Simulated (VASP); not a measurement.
**GaN: single point with PBE**

Crystal: GaN.

```
Ga N
1.0
    -2.27424   -2.27424    0.00000
     2.27424   -2.27424    0.00000
     0.00000    0.00000    9.34695
Ga N
4 4
Direct
  0.50000 0.50000 0.18248
  0.00000 0.00000 0.42580
  0.50000 0.50000 0.66911
  0.00000 0.00000 0.91242
  0.50000 0.00000 0.30414
  0.00000 0.50000 0.54745
  0.50000 0.00000 0.79077
  0.00000 0.50000 0.06083
```

This cell differs from its parent crystal: the distance across one plane changed.

```json
{"Program": "VASP 6.6.1", "Task": "single point", "Functional": "PBE", "Potentials or basis": "VASP PAW PBE potentials, release 64 (Ga_d, N)", "Cutoff": "520 eV", "k mesh": "8 × 8 × 3", "Occupations": "gaussian, width 0.05 eV", "Spin": "no spin polarisation"}
```

```
Pressure               : -3.5 GPa
Largest force          : 2.303 eV/Å
Band gap on the k mesh : 1.03 eV
```

Forces on the atoms (eV/Å):
```
Ga   0.000  0.000 -0.749
Ga   0.000  0.000 -0.271
Ga   0.000  0.000 -0.290
Ga   0.000  0.000  2.303
N    0.000  0.000  0.293
N    0.000  0.000  0.282
N    0.000  0.000  0.288
N    0.000  0.000 -1.857
```

Stress tensor (GPa, compression positive):
```
-1.90  0.55  0.00
 0.55 -1.90  0.00
 0.00  0.00 -6.59
```

Levels at points of the mesh, in eV from the valence-band top:
| k point | band 32 | band 33 | band 34 | band 35 | band 36 | band 37 | band 38 | band 39 | band 40 | band 41 |
| --- | --- | --- | --- | --- | --- | --- | --- | --- | --- | --- |
| (0.00, 0.00, 0.00) | -1.42 | -1.27 | -0.36 | -0.21 | 0.00 | 1.03 | 3.09 | 3.96 | 4.24 | 6.17 |
| (0.50, 0.00, 0.00) | -1.34 | -1.33 | -1.29 | -1.09 | -0.20 | 3.82 | 4.00 | 5.60 | 5.91 | 7.15 |
| (0.00, 0.50, 0.00) | -1.37 | -1.19 | -1.16 | -1.12 | -0.69 | 3.69 | 3.96 | 5.75 | 5.82 | 6.82 |
| (0.50, 0.50, 0.00) | -3.64 | -2.94 | -2.80 | -2.66 | -2.62 | 2.61 | 3.28 | 5.40 | 5.56 | 5.95 |

It took 6.1 min on 1 thread of Intel Xeon 8259CL (shared host), peak memory 0.3 GiB.

Caveat: the cell differs from its parent crystal (the distance across one plane changed); the cell stands under tension; forces of over 1 eV/Å act on the atoms, so gaps and moduli don't describe the material at rest.
